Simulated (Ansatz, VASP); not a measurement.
## Na in VASP and in Ansatz

```xyz
2
Lattice="3.5872 0.0000 0.0000 -1.7936 3.1066 0.0000 0.0000 0.0000 6.0450" Properties=species:S:1:pos:R:3 pbc="T T T"
Na    0.0000    2.0711    1.3639
Na    1.7936    1.0355    4.6811
```

Alike in both runs: task single point; functional PBEsol; k mesh 12 × 12 × 6; occupations gaussian, width 0.1 eV; no spin polarisation.

|  | VASP | Ansatz |
| --- | --- | --- |
| version | VASP 6.6.1 | Ansatz 0.2.0 |
| potentials or method | VASP PAW PBE potentials, release 64 (Na_pv), cutoff 520 eV | scalar-relativistic, plane waves, PAW |
| valence electrons in the cell | 14 | 18 |

|  | VASP | Ansatz | Ansatz less VASP |
| --- | --- | --- | --- |
| gap on the k mesh at the Fermi level (eV) | none | none | - |
| pressure (GPa) | 0.9 | 0.9 | -0.01 |
| traceless stress, the component that is largest in VASP (GPa) | -0.23 | -0.23 | +0.001 |
| rms of the force components (eV/Å) | 0.152 | 0.152 | +0.0001 |

VASP's potentials were made for PBE, not for PBEsol. Atom by atom the forces differ by 0.000 eV/Å (rms over components). A gap of «none» marks a metal or a gap that the smearing closes. With one functional, cell and mesh, what is left measures potentials, basis and numerics. VASP's potentials hold 14 valence electrons a cell and Ansatz's 18, so a difference there can come from the potentials and not from the codes.
